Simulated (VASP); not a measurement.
# BAs: single point with RPBE

The system is BAs.

```
CELL_PARAMETERS angstrom
0.00000 2.40432 2.40432
2.40432 0.00000 2.40432
2.40432 2.40432 0.00000
ATOMIC_POSITIONS crystal
As 0.75000 0.75000 0.75000
B 0.00000 0.00000 0.00000
```

| Property | Result |
| --- | --- |
| Program | VASP 6.6.1 |
| Task | single point |
| Functional | RPBE |
| Potentials or basis | VASP PAW PBE potentials, release 64 (As, B) |
| Cutoff | 520 eV |
| k mesh | 10 × 10 × 10 |
| Occupations | fermi-dirac, width 0.05 eV |
| Spin | no spin polarisation |

```
Pressure               : 3.2 GPa
Band gap on the k mesh : 1.23 eV, indirect (least direct gap 3.25 eV)
```

Levels at points of the mesh, in eV from the valence-band top:
```
           k point  band 1  band 2  band 3  band 4  band 5  band 6  band 7  band 8  band 9
(0.00, 0.00, 0.00)  -15.23    0.00    0.00    0.00    3.25    3.25    3.25    4.46    9.64
(0.50, 0.00, 0.00)  -12.42   -8.66   -1.79   -1.79    2.60    4.76    4.76    8.93   12.72
(0.50, 0.50, 0.00)  -11.12   -8.46   -4.00   -4.00    1.47    1.52   11.24   11.24   12.82
```

Run time: 17 s on 1 thread of Intel(R) Xeon(R) Platinum 8259CL CPU @ 2.50GHz (Skylake/Cascade Lake) (shared host), peak memory 0.16 GiB.

Caveat: the PAW data sets were made with another functional, which shifts forces and pressure a little. A k mesh can miss the band edges.
